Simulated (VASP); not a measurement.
SiW4:

```
CELL_PARAMETERS angstrom
4.62460 0.00000 0.00000
0.00000 4.62460 0.00000
0.00000 0.00000 4.62460
ATOMIC_POSITIONS crystal
Si 0.00000 0.00000 0.00000
W 0.00000 0.50000 0.50000
W 0.50000 0.00000 0.50000
W 0.50000 0.50000 0.00000
W 0.50000 0.50000 0.50000
```

```yaml
Program: VASP 6.6.1
Task: relaxation of cell and atoms
Functional: PBE
Potentials_or_basis: VASP PAW PBE potentials, release 64 (Si, W_sv)
Cutoff: 600 eV
k_mesh: 4 × 4 × 4
Occupations: gaussian, width 0.1 eV
Spin: no spin polarisation
```

At the start: pressure 16.6 GPa; volume 19.78 Å³/atom.

Problem. How do energy, volume and symmetry change on relaxing?

Solution. Over 4 steps the energy falls by 102.1 meV/atom and the volume is 21.92 Å³/atom (+10.8 %); space group Pm-3m (No. 221, to 0.05 Å).

The path:
| step | energy change (eV) | largest force (eV/Å) | pressure (GPa) | volume (Å³) |
| --- | --- | --- | --- | --- |
| 1 | 0.0000 | 0.0000 | 16.57 | 98.91 |
| 2 | 0.8086 | 0.0000 | -16.62 | 131.17 |
| 3 | -0.5092 | 0.0000 | -0.66 | 110.08 |
| 4 | -0.5104 | 0.0000 | -0.06 | 109.59 |

Final structure:
```
Si W
1.0
     4.78541    0.00000    0.00000
     0.00000    4.78541    0.00000
     0.00000    0.00000    4.78541
Si W
1 4
Direct
  0.00000 0.00000 0.00000
  0.00000 0.50000 0.50000
  0.50000 0.00000 0.50000
  0.50000 0.50000 0.00000
  0.50000 0.50000 0.50000
```
